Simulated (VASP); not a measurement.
Wanted: the native input for a VASP 6.6.1 run.

| Quantity | Value |
| --- | --- |
| Task | single point |
| Functional | r2SCAN |
| Potentials or basis | VASP PAW PBE potentials, release 64 (Ir_sv_GW) |
| Cutoff | 620 eV |
| k mesh | 14 × 14 × 14 |
| Occupations | methfessel-paxton, width 0.6 eV |
| Spin | no spin polarisation |
| Dipole correction | no |
| Further INCAR settings | ALGO = Normal; EDIFF = 1e-06; NBANDS = 14 |

Crystal: Ir.

```
Ir
1.0
     0.00000    1.92285    1.92285
     1.92285    0.00000    1.92285
     1.92285    1.92285    0.00000
Ir
1
Direct
  0.00000 0.00000 0.00000
```

The input as run:

POSCAR

```
Ir
1.0
    0.0000000000      1.9228496764      1.9228496764
    1.9228496764      0.0000000000      1.9228496764
    1.9228496764      1.9228496764      0.0000000000
Ir
1
Direct
    0.0000000000      0.0000000000      0.0000000000
```

INCAR.step1

```
  PREC = Accurate
  ENCUT = 620
  ISMEAR = 1
  SIGMA = 0.6
  LREAL = False
  LASPH = True
  NELM = 120
  NBANDS = 14
  GGA = PE
  ALGO = Normal
  EDIFF = 1E-5
  LWAVE = True
  LCHARG = False
  GGA_COMPAT = False
```

INCAR.step2

```
  PREC = Accurate
  ENCUT = 620
  EDIFF = 1E-6
  ISMEAR = 1
  SIGMA = 0.6
  LREAL = False
  LASPH = True
  NELM = 120
  ALGO = Normal
  ISIF = 2
  LWAVE = False
  LCHARG = False
  METAGGA = R2SCAN
  LMIXTAU = True
  NBANDS = 14
  ISTART = 1
  GGA_COMPAT = False
```

KPOINTS

```
Automatic mesh
0
Gamma
  14 14 14
```

Potentials or basis: VASP PAW PBE potentials, release 64 (Ir_sv_GW).

Command:

```console
$ cat potpaw_PBE.64/Ir_sv_GW/POTCAR > POTCAR
$ cp INCAR.step1 INCAR
$ mpirun -np 1 vasp_std > vasp.out
$ cp INCAR.step2 INCAR
$ mpirun -np 1 vasp_std > vasp.out
```

Results of the run:

The pressure is -1.3 GPa and the band gap on the k mesh is zero (an odd number of electrons rules out a gap without spin polarisation).

Caveat: so wide a smearing shifts energies and pressures; the PAW data sets were made with another functional, which shifts forces and pressure a little; spin-orbit coupling is left out, which moves the levels of the heavy elements.

Wall time 76 s on 1 thread of AMD EPYC 9R45 96-Core Processor (Zen 5) (shared host), peak memory 0.14 GiB.
